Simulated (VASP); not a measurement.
Write the native input for VASP 6.6.1 that does the following.

```yaml
Task: single point
Functional: r2SCAN
Potentials_or_basis: VASP PAW PBE potentials, release 64 (Al)
Cutoff: 520 eV
k_mesh: 7 × 7 × 7
Occupations: fermi-dirac, width 0.1 eV
Spin: no spin polarisation
Dipole_correction: no
Further_INCAR_settings: ALGO = Normal; EDIFF = 1e-07; NBANDS = 8
```

Al:

```
CELL_PARAMETERS angstrom
0.00000 1.99669 1.99669
1.99669 0.00000 1.99669
1.99669 1.99669 0.00000
ATOMIC_POSITIONS crystal
Al 0.00000 0.00000 0.00000
```

One way to write it, as run:

POSCAR

```
Al
1.0
    0.0000000000      1.9966927596      1.9966927596
    1.9966927596      0.0000000000      1.9966927596
    1.9966927596      1.9966927596      0.0000000000
Al
1
Direct
    0.0000000000      0.0000000000      0.0000000000
```

INCAR.step1

```
SYSTEM = Al
PREC = Accurate
ENCUT = 520
ISMEAR = -1
SIGMA = 0.1
LREAL = .False.
LASPH = .True.
NELM = 80
NBANDS = 8
GGA = PE
ALGO = Normal
EDIFF = 1E-4
LWAVE = .True.
LCHARG = .False.
```

INCAR.step2

```
SYSTEM = Al
PREC = Accurate
ENCUT = 520
EDIFF = 1E-7
ISMEAR = -1
SIGMA = 0.1
LREAL = .False.
LASPH = .True.
NELM = 80
ALGO = Normal
ISIF = 2
LWAVE = .False.
LCHARG = .False.
METAGGA = R2SCAN
LMIXTAU = .True.
NBANDS = 8
ISTART = 1
```

KPOINTS

```
Automatic mesh
0
Gamma
  7 7 7
  0 0 0
```

Potentials or basis: VASP PAW PBE potentials, release 64 (Al).

Launch:

```sh
$ cat potpaw_PBE.64/Al/POTCAR > POTCAR
$ cp INCAR.step1 INCAR
$ mpirun -np 1 vasp_std > vasp.out
$ cp INCAR.step2 INCAR
$ mpirun -np 1 vasp_std > vasp.out
```

It gave:

```yaml
Pressure: -0.4 GPa
```

Caveat: the k points lie up to 0.39 Å⁻¹ apart; the PAW data sets were made with another functional, which shifts forces and pressure a little.

Run time: 17 s on 1 thread of AMD EPYC 9R45 (Zen 5), with other jobs on the host, peak memory 0.1 GiB.
